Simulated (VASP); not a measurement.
# CdS in VASP: single point with PBE

Aim: the single point of CdS with PBE.

All numbers are computed with VASP 6.6.1; they aren't measurements. Logs are shortened: lines on timing, memory, paths and dates and some standing lists are left out, and cuts for length are marked.

### 1 The cell of the first run

The cell holds a slab with vacuum, 16 atoms: a = 4.197 Å, b = 6.831 Å, c = 27.117 Å, α = 90.00°, β = 90.00°, γ = 90.00°.

### 2 Single point, PBE

INCAR

```
PREC = Accurate
ENCUT = 520
EDIFF = 1E-6
ISMEAR = 0
SIGMA = 0.05
LREAL = Auto
LASPH = T
NELM = 60
ALGO = Normal
ISIF = 2
LWAVE = F
LCHARG = F
LDIPOL = T
IDIPOL = 3
DIPOL = 0.5 0.5 0.500
GGA = PE
NBANDS = 86
```

KPOINTS

```
regular mesh
0
Gamma
  6 4 1
```

POSCAR

```
CdS
1.0
    4.1973182999      0.0000000000      0.0000000000
    0.0000000000      6.8307328223      0.0000000000
    0.0000000000      0.0000000000     27.1166142515
Cd S
8 8
Direct
    0.0000000000      0.9515221672      0.2976131406
    0.5000000000      0.5128378600      0.3156603398
    0.5000000000      1.0073519999      0.4139756999
    0.0000000000      0.5117933617      0.4528808269
    0.0000000000      1.0117934089      0.5471191733
    0.5000000000      0.5073520346      0.5860242693
    0.5000000000      1.0128376622      0.6843396078
    0.0000000000      0.4515220636      0.7023868599
    0.0000000000      0.6130782463      0.2698278242
    0.5000000000      0.1298241471      0.3230720997
    0.5000000000      0.6313673799      0.4079782089
    0.0000000000      0.1342249851      0.4571876810
    0.0000000000      0.6342250902      0.5428123409
    0.5000000000      0.1313674735      0.5920218216
    0.5000000000      0.6298240113      0.6769279520
    0.0000000000      0.1130781084      0.7301721541
```

Potentials or basis: VASP PAW PBE potentials, release 64 (Cd, S).

Started as:

```sh
> cat potpaw_PBE.64/Cd/POTCAR potpaw_PBE.64/S/POTCAR > POTCAR
> mpirun -np 1 vasp_std > vasp.out
```

OUTCAR:

```text
PREC = Accurate
   ENCUT = 520
   EDIFF = 1E-6
   ISMEAR = 0
   LREAL = Auto
   LASPH = T
   NELM = 60
   ISIF = 2
   GGA = PE

 ion  position               nearest neighbor table
   1  0.000  0.952  0.298-   9 2.43  10 2.52  10 2.52   2 3.69   2 3.69
   2  0.500  0.513  0.316-   9 2.53   9 2.53  10 2.62  11 2.63   1 3.69   1 3.69
   3  0.500  0.007  0.414-  12 2.56  12 2.56  11 2.57  10 2.60
   4  0.000  0.512  0.453-  11 2.56  11 2.56  13 2.58  12 2.58
   5  0.000  0.012  0.547-  14 2.56  14 2.56  12 2.58  13 2.58
   6  0.500  0.507  0.586-  13 2.56  13 2.56  14 2.57  15 2.60
   7  0.500  0.013  0.684-  16 2.53  16 2.53  15 2.62  14 2.63   8 3.69   8 3.69
   8  0.000  0.452  0.702-  16 2.43  15 2.52  15 2.52   7 3.69   7 3.69
   9  0.000  0.613  0.270-   1 2.43   2 2.53   2 2.53
  10  0.500  0.130  0.323-   1 2.52   1 2.52   3 2.60   2 2.62
  11  0.500  0.631  0.408-   4 2.56   4 2.56   3 2.57   2 2.63
  12  0.000  0.134  0.457-   3 2.56   3 2.56   5 2.58   4 2.58
  13  0.000  0.634  0.543-   6 2.56   6 2.56   4 2.58   5 2.58
  14  0.500  0.131  0.592-   5 2.56   5 2.56   6 2.57   7 2.63
  15  0.500  0.630  0.677-   8 2.52   8 2.52   6 2.60   7 2.62
  16  0.000  0.113  0.730-   8 2.43   7 2.53   7 2.53

  LATTYP: Found a simple orthorhombic cell.
 ALAT       =     4.1973182999
 B/A-ratio  =     1.6274040552
 C/A-ratio  =     6.4604617315

  Lattice vectors:

 A1 = (   4.1973182999,   0.0000000000,   0.0000000000)
 A2 = (   0.0000000000,   6.8307328223,   0.0000000000)
 A3 = (   0.0000000000,   0.0000000000,  27.1166142515)

Analysis of symmetry for initial positions (statically):
=====================================================================
 Subroutine PRICEL returns:
 Original cell was already a primitive cell.

 Routine SETGRP: Setting up the symmetry group for a
 simple orthorhombic supercell.

 Subroutine GETGRP returns: Found  4 space group operations
 (whereof  2 operations were pure point group operations)
 out of a pool of  8 trial point group operations.

The static configuration has the point symmetry C_1h.
 The point group associated with its full space group is C_2v.

Analysis of symmetry for dynamics (positions and initial velocities):
=====================================================================
 Subroutine PRICEL returns:
 Original cell was already a primitive cell.

 Routine SETGRP: Setting up the symmetry group for a
 simple orthorhombic supercell.

 Subroutine GETGRP returns: Found  4 space group operations
 (whereof  2 operations were pure point group operations)
 out of a pool of  8 trial point group operations.

The dynamic configuration has the point symmetry C_1h.
 The point group associated with its full space group is C_2v.

 Subroutine INISYM returns: Found  4 space group operations
 (whereof  2 operations are pure point group operations),
 and found     1 'primitive' translations

----------------------------------------------------------------------------------------

                                     Primitive cell

  volume of cell :     777.4539

  direct lattice vectors                    reciprocal lattice vectors
     4.197318300  0.000000000  0.000000000     0.238247359  0.000000000  0.000000000
     0.000000000  6.830732822  0.000000000     0.000000000  0.146397177  0.000000000
     0.000000000  0.000000000 27.116614251     0.000000000  0.000000000  0.036877760

  length of vectors
     4.197318300  6.830732822 27.116614251     0.238247359  0.146397177  0.036877760

  position of ions in fractional coordinates (direct lattice)
     0.000000000  0.951522167  0.297613141
     0.500000000  0.512837860  0.315660340
     0.500000000  0.007352000  0.413975700
     0.000000000  0.511793362  0.452880827
     0.000000000  0.011793409  0.547119173
     0.500000000  0.507352035  0.586024269
[... 8 lines left out ...]
     0.500000000  0.629824011  0.676927952
     0.000000000  0.113078108  0.730172154

  ion indices of the primitive-cell ions
   primitive index   ion index
                 1           1
                 2           2
                 3           3
                 4           4
                 5           5
                 6           6
[... 8 lines left out ...]
                15          15
                16          16

----------------------------------------------------------------------------------------

 KPOINTS: regular mesh

Automatic generation of k-mesh.
 Grid dimensions read from file:
 generate k-points for:    6    4    1

 Generating k-lattice:

  Cartesian coordinates                     Fractional coordinates (reciprocal lattice)
     0.039707893  0.000000000  0.000000000     0.166666667  0.000000000  0.000000000
     0.000000000  0.036599294  0.000000000     0.000000000  0.250000000  0.000000000
     0.000000000  0.000000000  0.036877760     0.000000000  0.000000000  1.000000000

  Length of vectors
     0.039707893  0.036599294  0.036877760

  Shift w.r.t. Gamma in fractional coordinates (k-lattice)
     0.000000000  0.000000000  0.000000000

 Subroutine IBZKPT returns following result:
 ===========================================

 Found     12 irreducible k-points:

 Following reciprocal coordinates:
            Coordinates               Weight
  0.000000  0.000000  0.000000      1.000000
  0.166667  0.000000  0.000000      2.000000
  0.333333  0.000000  0.000000      2.000000
  0.500000  0.000000  0.000000      1.000000
  0.000000  0.250000  0.000000      2.000000
  0.166667  0.250000  0.000000      4.000000
  0.333333  0.250000  0.000000      4.000000
  0.500000  0.250000  0.000000      2.000000
  0.000000  0.500000  0.000000      1.000000
  0.166667  0.500000  0.000000      2.000000
  0.333333  0.500000  0.000000      2.000000
  0.500000  0.500000  0.000000      1.000000
   k-points           NKPTS =     12   k-points in BZ     NKDIM =     12   number of bands    NBANDS=     86
   number of dos      NEDOS =    301   number of ions     NIONS =     16
   total plane-waves  NPLWV = 362880
   dimension x,y,z NGX =    32 NGY =   54 NGZ =  210
   dimension x,y,z NGXF=    64 NGYF=  108 NGZF=  420
   ions per type =               8   8
   NGX,Y,Z   is equivalent  to a cutoff of  12.67, 13.14, 12.87 a.u.
   NGXF,Y,Z  is equivalent  to a cutoff of  25.35, 26.28, 25.75 a.u.
 SYSTEM =  unknown system
   PREC   = accura    normal or accurate (medium, high low for compatibility)
   ISTART =      0    job   : 0-new  1-cont  2-samecut
   ICHARG =      2    charge: 1-file 2-atom 10-const
   ISPIN  =      1    spin polarized calculation?
   LNONCOLLINEAR =      F non collinear calculations
   LSORBIT =      F    spin-orbit coupling
   LASPH  =      T    aspherical Exc in radial PAW
   ENCUT  =  520.0 eV  38.22 Ry    6.18 a.u.   7.80 12.70 50.42*2*pi/ulx,y,z
   NELM   =     60;   NELMIN=  2; NELMDL= -5     # of ELM steps
   EDIFF  = 0.1E-05   stopping-criterion for ELM
   LREAL  =      T    real-space projection
   EDIFFG = 0.1E-04   stopping-criterion for IOM
   NSW    =      0    number of steps for IOM
   IBRION =     -1    ionic relax: 0-MD 1-quasi-New 2-CG
   NFREE  =      0    steps in history (QN), initial steepest desc. (CG)
   ISIF   =      2    stress and relaxation
   ISYM   =      2    0-nonsym 1-usesym 2-fastsym
   POTIM  = 0.5000    time-step for ionic-motion
   TEBEG  =    0.0;   TEEND  =   0.0 temperature during run
   PSTRESS=    0.0 pullay stress
   NELECT =     144.0000    total number of electrons
   NUPDOWN=      -1.0000    fix difference up-down
   EMIN   =  10.00;   EMAX   =-10.00  energy-range for DOS
   EFERMI =   0.00;   METHOD = LEGACY
   ISMEAR =     0;   SIGMA  =   0.05  broadening in eV -4-tet -1-fermi 0-gaus
   EFERMI_NEDOS =   21; number of points for ismear=-14 and -15
   IALGO  =     38    algorithm
   IMIX   =      4    mixing-type and parameters
     AMIX     =   0.40;   BMIX     =  1.00
     AMIX_MAG =   1.60;   BMIX_MAG =  1.00
  volume/ion in A,a.u.               =      48.59       327.91
  Fermi-wavevector in a.u.,A,eV,Ry     =   0.933191  1.763476 11.848584  0.870846
  Thomas-Fermi vector in A             =   2.059867
   LORBIT       =      0    0 simple, 1 ext, 2 COOP (PROOUT), +10 PAW based schemes
   GGA     = PE    functional components
   LHFCALC =     F    Hartree Fock is set to
   AEXX    =    0.0000 exact exchange contribution
   IVDW    =     0    specifies the selected vdW correction
   LEPSILON=     F    determine dielectric tensor
   LRPA    =     F    only Hartree local field effects (RPA)
 non-spin polarized calculation
 Gauss-broadening in eV      SIGMA  =   0.05
  energy-cutoff  :      520.00
  volume of cell :      777.45
 maximum number of plane-waves:     20982
 NGX is ok and might be reduce to    32
   NGX = 15   NGY = 25   NGZ =101

 number of electron     144.0000037 magnetization

 dipolmoment           0.000000      0.000000     -0.000001 electrons x Angstroem

 Free energy of the ion-electron system (eV)
  ---------------------------------------------------
  ext. energy  EPLUGINS =         0.00000000
  ---------------------------------------------------
  free energy    TOTEN  =       -48.05328226 eV

  energy without entropy =      -48.05328226  energy(sigma->0) =      -48.05328226

 E-fermi :  -1.9765     XC(G=0):  -5.1711

 val. band max:       -2.2312682712   @ k =   0.0000   0.0000   0.0000
 cond. band min:      -0.8663211645   @ k =   0.0000   0.0000   0.0000
 fundamental gap:      1.3649471067
 Fermi energy:        -1.9764887197

 k-point     1 :       0.0000    0.0000    0.0000
  band No.  band energies     occupation
      1     -14.3961      2.00000
      2     -14.3273      2.00000
      3     -14.2004      2.00000
      4     -14.0627      2.00000
      5     -13.9687      2.00000
      6     -13.9012      2.00000
[... 1033 lines left out ...]
     83       2.9326      0.00000
     84       2.9326      0.00000
 [bands above 84 left out]

------------------------ aborting loop because EDIFF is reached ----------------------------------------

 vacuum level on the upper side and lower side of the slab       (xc-potential included)        -0.081        -0.081

  FORCE on cell =-STRESS in cart. coord.  units (eV):
  Direction    XX          YY          ZZ          XY          YZ          ZX
  --------------------------------------------------------------------------------------
  -------------------------------------------------------------------------------------
  Total       -0.0506227      0.9388591      0.5779005      0.0000000      0.0000000      0.0000000
  in kB       -0.1043234      1.9348011      1.1909376      0.0000000      0.0000000      0.0000000
  external PRESSURE =       1.0071384 kB  Pullay stress =       0.0000000 kB

 VOLUME and BASIS-vectors are now :
 -----------------------------------------------------------------------------
  energy-cutoff  :      520.00
  volume of cell :      777.45
      direct lattice vectors                 reciprocal lattice vectors
     4.197318300  0.000000000  0.000000000     0.238247359  0.000000000  0.000000000
     0.000000000  6.830732822  0.000000000     0.000000000  0.146397177  0.000000000
     0.000000000  0.000000000 27.116614251     0.000000000  0.000000000  0.036877760

 POSITION                                       TOTAL-FORCE (eV/Angst)
 -----------------------------------------------------------------------------------
      0.00000      6.49959      8.07026         0.000000      0.009031     -0.004420
      2.09866      3.50306      8.55964         0.000000      0.004133      0.000361
      2.09866      0.05022     11.22562         0.000000     -0.003047     -0.005965
      0.00000      3.49592     12.28059         0.000000      0.001734     -0.001400
      0.00000      0.08056     14.83602         0.000000      0.001734      0.001400
      2.09866      3.46559     15.89099         0.000000     -0.003047      0.005965
[... 8 lines left out ...]
      2.09866      4.30216     18.35599         0.000000      0.018426      0.000382
      0.00000      0.77241     19.79980         0.000000     -0.028892      0.048289
 -----------------------------------------------------------------------------------
    total drift:                                0.000000      0.003894     -0.000369

  FREE ENERGIE OF THE ION-ELECTRON SYSTEM (eV)
  ---------------------------------------------------
  free  energy   TOTEN  =       -48.0532822577 eV

  energy  without entropy=      -48.0532822577  energy(sigma->0) =      -48.05328226

 vacuum level on the upper side and lower side of the slab         3.659         3.659
```

Wall time 38 min (1 thread of Oxide Virtual Turin-like, shared host); peak memory 0.94 GiB.

Results:

- Free energy: -48.0533 eV
- Largest force: 0.056 eV/Å
- Band gap on the k mesh: 1.36 eV

Forces on the atoms (eV/Å):
```
Cd   0.000  0.009 -0.004
Cd   0.000  0.004  0.000
Cd   0.000 -0.003 -0.006
Cd   0.000  0.002 -0.001
Cd   0.000  0.002  0.001
Cd   0.000 -0.003  0.006
Cd   0.000  0.004  0.000
Cd   0.000  0.009  0.004
S    0.000 -0.029 -0.048
S    0.000  0.018  0.000
S    0.000 -0.003 -0.007
S    0.000  0.002  0.002
S    0.000  0.002 -0.002
S    0.000 -0.003  0.007
S    0.000  0.018  0.000
S    0.000 -0.029  0.048
```
